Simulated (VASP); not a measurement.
The system is ZnS.

```xyz
4
Lattice="3.8110 0.0000 0.0000 -1.9055 3.3004 0.0000 0.0000 0.0000 6.2340" Properties=species:S:1:pos:R:3 pbc="T T T"
Zn    0.0000    2.2003    0.0000
Zn    1.9055    1.1001    3.1170
S     0.0000    2.2003    2.4001
S     1.9055    1.1001    5.5171
```

| Item | Value |
| --- | --- |
| Program | VASP 6.6.1 |
| Task | relaxation of cell and atoms |
| Functional | PBE |
| Potentials or basis | VASP PAW PBE potentials, release 64 (Zn, S) |
| Cutoff | 600 eV |
| k mesh | 6 × 6 × 4 |
| Occupations | gaussian, width 0.01 eV |
| Spin | no spin polarisation |

At the start: pressure 2.5 GPa; volume 19.60 Å³/atom.

Task: How do energy, volume and symmetry change on relaxing?

Result: Over 15 steps the energy falls by 9.9 meV/atom and the volume is 20.23 Å³/atom (+3.2 %); space group P6_3mc (No. 186, to 0.1 Å) before and after.

Step by step:
```csv
step,energy change (eV),largest force (eV/Å),pressure (GPa),volume (Å³)
1,0.0000,0.3237,2.50,78.41
2,-0.0319,0.0909,-0.85,81.93
3,-0.0332,0.1294,-0.25,81.29
4,-0.0332,0.1256,-0.31,81.35
5,-0.0364,0.0682,-0.11,81.10
6,-0.0378,0.0150,0.00,80.88
7,-0.0360,0.1037,0.47,80.44
8,-0.0379,0.0078,0.08,80.79
9,-0.0394,0.0049,0.11,80.80
10,-0.0394,0.0079,0.12,80.80
11,-0.0394,0.0015,-0.08,81.03
12,-0.0394,0.0052,0.00,80.91
13,-0.0394,0.0046,-0.02,80.92
14,-0.0394,0.0062,0.01,80.91
15,-0.0395,0.0002,-0.02,80.91
```

Final structure:
```cif
data_structure
_symmetry_space_group_name_H-M 'P 1'
_symmetry_Int_Tables_number 1
_cell_length_a 3.8485
_cell_length_b 3.8485
_cell_length_c 6.3082
_cell_angle_alpha 90.000
_cell_angle_beta 90.000
_cell_angle_gamma 120.000
_cell_volume 80.91
loop_
_atom_site_label
_atom_site_type_symbol
_atom_site_fract_x
_atom_site_fract_y
_atom_site_fract_z
_atom_site_occupancy
Zn1 Zn 0.33333 0.66667 0.00522 1
Zn2 Zn 0.66667 0.33333 0.50522 1
S1 S 0.33333 0.66667 0.37978 1
S2 S 0.66667 0.33333 0.87978 1
```
